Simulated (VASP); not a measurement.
SnO:

```
Sn O
1.0
     3.35500    0.00000    0.00000
     0.00000    5.67410    0.00000
     0.00000    0.00000    4.22197
Sn O
2 2
Direct
  0.00000 0.23191 0.51314
  0.50000 0.76809 0.01314
  0.00000 0.89125 0.73686
  0.50000 0.10875 0.23686
```

* Program: VASP 6.6.1
* Task: relaxation of cell and atoms
* Functional: PBEsol
* Dispersion: D3(BJ)
* Potentials or basis: VASP PAW PBE potentials, release 64 (Sn_d, O)
* Cutoff: 600 eV
* k mesh: 6 × 4 × 6
* Occupations: gaussian, width 0.01 eV
* Spin: no spin polarisation

At the start: pressure -4.5 GPa; volume 20.09 Å³/atom.

Q: How do energy, volume and symmetry change on relaxing?

A: Over 25 steps the energy falls by 41.4 meV/atom and the volume is 16.64 Å³/atom (-17.2 %); space group Pmn2_1 (No. 31, to 0.1 Å) before and after.

Step by step:
```tsv
step	energy change (eV)	largest force (eV/Å)	pressure (GPa)	volume (Å³)
1	0.0000	0.3461	-4.46	80.37
2	-0.0156	1.2250	3.65	74.04
3	-0.0562	0.4621	-0.39	76.84
4	-0.0765	0.3414	-0.36	75.62
5	-0.0955	0.1743	-0.23	73.40
6	-0.0962	0.2207	-0.19	72.82
7	-0.1099	0.2059	-0.09	71.74
8	-0.1271	0.1508	0.42	68.51
9	-0.1334	0.2600	-0.77	68.90
10	-0.1335	0.2822	-0.95	68.96
11	-0.1370	0.2350	-0.77	68.81
12	-0.1436	0.1962	-0.19	68.38
13	-0.1383	0.4163	1.04	67.51
14	-0.1445	0.2640	0.20	68.13
15	-0.1491	0.2085	0.02	68.05
16	-0.1562	0.0900	-0.29	67.80
17	-0.1565	0.0835	-0.36	67.73
18	-0.1608	0.0873	-0.16	67.35
19	-0.1628	0.1018	0.08	66.91
20	-0.1628	0.1043	0.10	66.85
21	-0.1643	0.0414	-0.13	66.81
22	-0.1645	0.0717	-0.30	66.78
23	-0.1649	0.0647	0.30	66.42
24	-0.1650	0.0553	0.13	66.53
25	-0.1654	0.0143	0.10	66.57
```

Final structure:
```
CELL_PARAMETERS angstrom
3.28989 0.00000 0.00000
0.00000 5.59857 0.00000
0.00000 0.00000 3.61443
ATOMIC_POSITIONS crystal
Sn 0.00000 0.24366 0.54534
Sn 0.50000 0.75634 0.04534
O 0.00000 0.87596 0.70466
O 0.50000 0.12404 0.20466
```

Caveat: the volume moved by over 15 % at a fixed basis, so the end points are rough; the PAW data sets were made with another functional, which shifts forces and pressure a little.
